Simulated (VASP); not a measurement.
P3O2:

```
P O
1.0
     3.64601    0.00000    0.00000
    -1.82301    3.15754    0.00000
     0.00000    0.00000    5.67260
P O
3 2
Direct
  0.00000 0.00000 0.00000
  0.33333 0.66667 0.64500
  0.66667 0.33333 0.35500
  0.33333 0.66667 0.24500
  0.66667 0.33333 0.75500
```

* Program: VASP 6.6.1
* Task: relaxation of cell and atoms
* Functional: PBE
* Potentials or basis: VASP PAW PBE potentials, release 64 (P, O_h)
* Cutoff: 1340 eV
* k mesh: 6 × 6 × 4
* Occupations: gaussian, width 0.1 eV
* Spin: no spin polarisation

At the start: pressure 5.1 GPa; volume 13.06 Å³/atom.

How do energy, volume and symmetry change on relaxing?

Over 35 steps the energy falls by 1343.0 meV/atom and the volume is 13.94 Å³/atom (+6.7 %); space group P-3m1 (No. 164, to 0.1 Å) before and after.

The path:
```
step  energy change (eV)  largest force (eV/Å)  pressure (GPa)  volume (Å³)
   1              0.0000                1.6235            5.14        65.31
   2             -0.3333                1.7198           -3.37        69.34
   3             -0.4345                1.4951           -8.55        72.68
   4             -0.6248                1.4547           -9.45        72.61
   5             -1.0696                0.7484          -10.54        72.39
   6             -1.0731                0.9199           -7.89        71.87
   7             -1.2255                0.4199          -10.00        72.14
   8             -1.4816                0.8627           -4.56        67.60
   9             -1.5400                1.1793            0.01        64.81
  10             -1.5407                1.2222            0.65        64.46
  11             -1.6311                1.4735            0.78        63.94
  12             -2.0506                2.6355            1.36        62.38
  13             -3.4270                3.5906            4.95        59.27
  14             -2.5946                5.2191           44.78        53.10
  15             -4.2102                1.8542           13.31        57.17
  16             -4.2348                1.9692           19.47        56.13
  17             -4.2627                1.9341           16.73        56.56
  18             -4.2905                1.9302           17.11        56.58
  19             -4.3277                1.9107           18.44        56.64
  20             -4.3846                1.8831           17.41        56.95
  21             -4.5436                1.8039           14.47        57.89
  22             -4.8116                1.6582            9.18        59.78
  23             -5.1698                1.4399            0.76        63.67
  24             -5.3766                1.3255           -9.65        71.80
  25             -5.6855                1.3647           -9.13        71.74
  26             -6.3832                1.1757           -6.37        71.09
  27             -6.1246                1.2864            7.23        67.94
  28             -6.6418                0.7538           -3.61        70.45
  29             -6.6185                0.5745            1.49        69.27
  30             -6.6990                0.3304           -1.39        70.00
  31             -6.7096                0.1872            0.44        69.25
  32             -6.7096                0.1778            0.56        69.21
  33             -6.7128                0.1162            0.36        69.37
  34             -6.7147                0.0814            0.06        69.63
  35             -6.7152                0.0202            0.14        69.71
```

Final structure:
```
P O
1.0
     3.07048    0.00000    0.00000
    -1.53524    2.65912    0.00000
     0.00000    0.00000    8.53826
P O
3 2
Direct
  0.00000 0.00000 0.00000
  0.33333 0.66667 0.57593
  0.66667 0.33333 0.42407
  0.33333 0.66667 0.10131
  0.66667 0.33333 0.89869
```

Caveat: a cell axis changed by over 15 % at a fixed basis, so the end point is rough; an odd number of electrons without spin polarisation forces a metal; a magnetic or distorted state may lie lower.
